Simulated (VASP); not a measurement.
Runs of VASP 6.6.1 on KI. The structure is cubic, space group Fm-3m (No. 225). The conventional cell has a = 7.089 Å, b = 7.089 Å, c = 7.089 Å, α = 90.00°, β = 90.00°, γ = 90.00°. Within 4.7 Å of K (site symmetry m-3m) lie 6 I at 3.54 Å. Within 4.7 Å of I (site symmetry m-3m) lie 6 K at 3.54 Å. 

```csv
level,potentials or basis,k mesh,grid for exact exchange (PRECFOCK),share of exact exchange,screening parameter,gap on the mesh (eV),pressure (GPa)
LDA,"VASP PAW LDA potentials, release 64 (K_sv, I)",4 × 4 × 4,-,-,-,3.59,-1.4
PBE,"VASP PAW PBE potentials, release 64 (K_sv, I)",6 × 6 × 6,-,-,-,3.94,0.5
HSE06,"VASP PAW PBE potentials, release 64 (K_sv, I)",4 × 4 × 4,Normal,0.25,0.2079 1/Å,4.93,(b)
r2SCAN,"VASP PAW PBE potentials, release 64 (K_sv, I)",4 × 4 × 4,-,-,-,(a),0.0
PBE,"VASP PAW PBE potentials, release 64 (K_sv, I)",4 × 4 × 4,-,-,-,3.94,0.5
```

Alike in all rows: task single point; no spin polarisation; cell as given; cutoff (eV) 520; smearing gaussian 0.01 eV.

Problem. Estimate the missing entries.

Solution. (a) 4.58; (b) 0.3.

Caveats: spin-orbit coupling is left out, which moves the levels of the heavy elements; the PAW data sets were made with another functional, which shifts forces and pressure a little (at least some runs).

A k mesh can miss the band edges, and the runs leave out spin-orbit coupling on I.
